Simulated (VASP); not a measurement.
# Al: single point with PBE

Crystal: Al.

```xyz
2
Lattice="2.0609 2.0609 0.0000 -2.0609 2.0609 0.0000 0.0000 0.0000 3.8597" Properties=species:S:1:pos:R:3 pbc="T T T"
Al    0.0000    0.0000    0.0000
Al    0.0000    2.0609    1.9299
```

This cell differs from its parent crystal: uniaxial strain along c: -4.5 %, then relaxed in part.

| Item | Value |
| --- | --- |
| Program | VASP 6.6.1 |
| Task | single point |
| Functional | PBE |
| Potentials or basis | VASP PAW PBE potentials, release 64 (Al) |
| Cutoff | 520 eV |
| k mesh | 18 × 18 × 14 |
| Occupations | gaussian, width 0.1 eV |
| Spin | no spin polarisation |

The pressure is 0.8 GPa and the band gap on the k mesh is zero (band 3 reaches 15.02 eV, above the bottom of band 4 at 3.70 eV).

Stress tensor (GPa, compression positive):
```
-0.03  0.00  0.00
 0.00 -0.03  0.00
 0.00  0.00  2.33
```

Levels at points of the mesh, in eV from the Fermi level:
```csv
k point,band 1,band 2,band 3,band 4,band 5,band 6,band 7
"(0.00, 0.00, 0.00)",-11.18,-2.26,-0.69,4.76,4.83,4.83,8.32
"(0.50, 0.00, 0.00)",-6.89,-6.89,1.71,1.71,3.52,3.52,8.58
"(0.50, 0.50, 0.00)",-3.25,-3.25,-2.05,-2.05,5.56,5.56,5.85
"(0.00, 0.00, 0.50)",-8.72,-8.72,6.95,6.95,6.95,6.95,7.22
"(0.50, 0.00, 0.50)",-4.61,-4.61,-4.37,-4.37,10.70,10.70,10.77
"(0.50, 0.50, 0.50)",-0.97,-0.97,-0.97,-0.97,-0.09,-0.09,0.90
```

It took 36 s on 1 thread of Intel(R) Xeon(R) 6975P-C (Granite Rapids) (shared host), peak memory 0.23 GiB.

Caveat: the cell differs from its parent crystal (uniaxial strain along c: -4.5 %, then relaxed in part).
